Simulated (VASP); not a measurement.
Here is a VASP 6.6.1 calculation.

The input INCAR:

```
ALGO = Normal
EDIFF = 1E-6
ENCUT = 520
GGA = PS
ISIF = 2
ISMEAR = 0
ISPIN = 2
LASPH = T
LCHARG = T
LELF = T
LMAXMIX = 4
LORBIT = 11
LREAL = F
LVHAR = T
LWAVE = F
MAGMOM = 0 0 0.32 0.32
NBANDS = 34
NELM = 150
PREC = Accurate
SIGMA = 0.1
```

KPOINTS

```
k-points
0
Gamma
  8 8 4
```

POSCAR

```
TiNi
1.0
    3.0563442004      0.0000000000      0.0000000000
    0.0000000000      3.0563442004      0.0000000000
    0.0000000000      0.0000000000      5.6238568755
Ti Ni
2 2
Direct
    0.0000000000      0.5000000000      0.6605482826
    0.5000000000      0.0000000000      0.3394517174
    0.0000000000      0.5000000000      0.1258223445
    0.5000000000      0.0000000000      0.8741776555
```

Potentials or basis: VASP PAW PBE potentials, release 64 (Ti_sv, Ni).

Command:

```bash
$ cat potpaw_PBE.64/Ti_sv/POTCAR potpaw_PBE.64/Ni/POTCAR > POTCAR
$ mpirun -np 1 vasp_std > vasp.out
```

Problem. Estimate the pressure.

Solution. 0.1 GPa.

Problem. Predict the largest force.

Solution. 0.030 eV/Å.

Problem. Estimate the net moment.

Solution. 0.00 μB per cell.

Problem. Estimate the band gap on the k mesh.

Solution. Zero (filled and empty bands overlap).

Stress tensor (GPa, compression positive):
```
 0.21  0.00  0.00
 0.00  0.21  0.00
 0.00  0.00 -0.16
```

Caveat: the PAW data sets were made with another functional, which shifts forces and pressure a little.
